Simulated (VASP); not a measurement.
A run of VASP 6.6.1 is set up as follows.

The input INCAR:

```
PREC     = Accurate       # precision mode
ENCUT    = 520            # plane-wave cutoff, eV
EDIFF    = 1E-7           # SCF threshold, eV
ISMEAR   = 0              # smearing method
SIGMA    = 0.01           # smearing width, eV
LREAL    = False          # projectors in reciprocal space
LASPH    = True           # aspherical terms in the spheres
NELM     = 100            # most SCF steps
ALGO     = Fast           # electronic algorithm
ISIF     = 2              # what is computed and relaxed
LWAVE    = False          # write WAVECAR
LCHARG   = False          # write CHGCAR
GGA      = PE             # functional
NBANDS   = 66             # bands
```

The input KPOINTS:

```
Automatic mesh
0
Gamma
  12 12 2
```

The input POSCAR:

```
In3Sb2As
1.0
    4.5782871379      0.0000000289      0.0000000000
   -2.2891435939      3.9649129528      0.0000000000
    0.0000000000      0.0000000000     22.5899167000
In Sb As
6 4 2
Direct
    0.6666666667      0.3333333333      0.1729430000
    0.6666666667      0.3333333333      0.5004310000
    0.6666666667      0.3333333333      0.8274170000
    0.3333333333      0.6666666667      0.0004310000
    0.3333333333      0.6666666667      0.3274170000
    0.3333333333      0.6666666667      0.6729430000
    0.6666666667      0.3333333333      0.6274210000
    0.6666666667      0.3333333333      0.9551600000
    0.3333333333      0.6666666667      0.1274210000
    0.3333333333      0.6666666667      0.4551600000
    0.6666666667      0.3333333333      0.2921270000
    0.3333333333      0.6666666667      0.7921270000
```

Potentials or basis: VASP PAW PBE potentials, release 64 (In_d, Sb, As).

Launch:

```bash
$ cat potpaw_PBE.64/In_d/POTCAR potpaw_PBE.64/Sb/POTCAR potpaw_PBE.64/As/POTCAR > POTCAR
$ mpirun -np 1 vasp_std > vasp.out
```

**Question.** Estimate the largest force.

**Answer.** 0.004 eV/Å.

**Question.** Estimate the pressure.

**Answer.** 0.0 GPa.

**Question.** Estimate the band gap on the k mesh.

**Answer.** Zero (filled and empty bands touch).

Forces in eV/Å, atoms in the order of the input:
```
In   0.000  0.000 -0.004
In   0.000  0.000  0.000
In   0.000  0.000  0.003
In   0.000  0.000  0.000
In   0.000  0.000  0.003
In   0.000  0.000 -0.004
Sb   0.000  0.000 -0.001
Sb   0.000  0.000  0.002
Sb   0.000  0.000 -0.001
Sb   0.000  0.000  0.002
As   0.000  0.000  0.000
As   0.000  0.000  0.000
```

Caveat: semilocal functionals underestimate gaps, and a narrow one can read as zero; spin-orbit coupling is left out, which moves the levels of the heavy elements.
